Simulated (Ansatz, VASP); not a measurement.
One calculation of Zn, two programs

```xyz
2
Lattice="2.6648 0.0000 0.0000 -1.3324 2.3078 0.0000 0.0000 0.0000 4.9467" Properties=species:S:1:pos:R:3 pbc="T T T"
Zn    0.0000    1.5385    1.2367
Zn    1.3324    0.7693    3.7100
```

Alike in both runs: task single point; functional PBE; k mesh 24 × 24 × 12; occupations gaussian, width 0.15 eV; no spin polarisation.

|  | VASP | Ansatz |
| --- | --- | --- |
| version | VASP 6.6.1 | Ansatz 0.2.0 |
| potentials or method | VASP PAW PBE potentials, release 64 (Zn), cutoff 520 eV | scalar-relativistic, plane waves, PAW |
| valence electrons in the cell | 24 | 24 |

|  | VASP | Ansatz | Ansatz less VASP |
| --- | --- | --- | --- |
| gap on the k mesh at the Fermi level (eV) | none | none | - |
| pressure (GPa) | 0.1 | -0.4 | -0.45 |
| traceless stress, the component that is largest in VASP (GPa) | 1.10 | 1.24 | +0.138 |

A gap of «none» marks a metal or a gap that the smearing closes.
